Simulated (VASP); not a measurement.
The system is C.

```xyz
2
Lattice="0.0000 1.7858 1.7858 1.7858 0.0000 1.7858 1.7858 1.7858 0.0000" Properties=species:S:1:pos:R:3 pbc="T T T"
C     0.0000    0.0000    0.0000
C     0.8929    0.8929    0.8929
```

* Program: VASP 6.6.1
* Task: relaxation of cell and atoms
* Functional: LDA
* Potentials or basis: VASP PAW LDA potentials, release 64 (C)
* Cutoff: 600 eV
* k mesh: 12 × 12 × 12
* Occupations: fermi-dirac, width 0.02 eV
* Spin: no spin polarisation

At the start: pressure -14.1 GPa; volume 5.69 Å³/atom.

**Question.** How do energy, volume and symmetry change on relaxing?

**Answer.** Over 3 steps the energy falls by 8.1 meV/atom and the volume is 5.52 Å³/atom (-3.1 %); space group Fd-3m (No. 227, to 0.05 Å).

The path:
| step | energy change (eV) | largest force (eV/Å) | pressure (GPa) | volume (Å³) |
| --- | --- | --- | --- | --- |
| 1 | 0.0000 | 0.0000 | -14.06 | 11.39 |
| 2 | 0.0117 | 0.0000 | 20.68 | 10.59 |
| 3 | -0.0161 | 0.0000 | -0.14 | 11.03 |

Final structure:
```cif
data_structure
_symmetry_space_group_name_H-M 'P 1'
_symmetry_Int_Tables_number 1
_cell_length_a 2.4989
_cell_length_b 2.4989
_cell_length_c 2.4989
_cell_angle_alpha 60.000
_cell_angle_beta 60.000
_cell_angle_gamma 60.000
_cell_volume 11.03
loop_
_atom_site_label
_atom_site_type_symbol
_atom_site_fract_x
_atom_site_fract_y
_atom_site_fract_z
_atom_site_occupancy
C1 C 0.00000 0.00000 0.00000 1
C2 C 0.25000 0.25000 0.25000 1
```
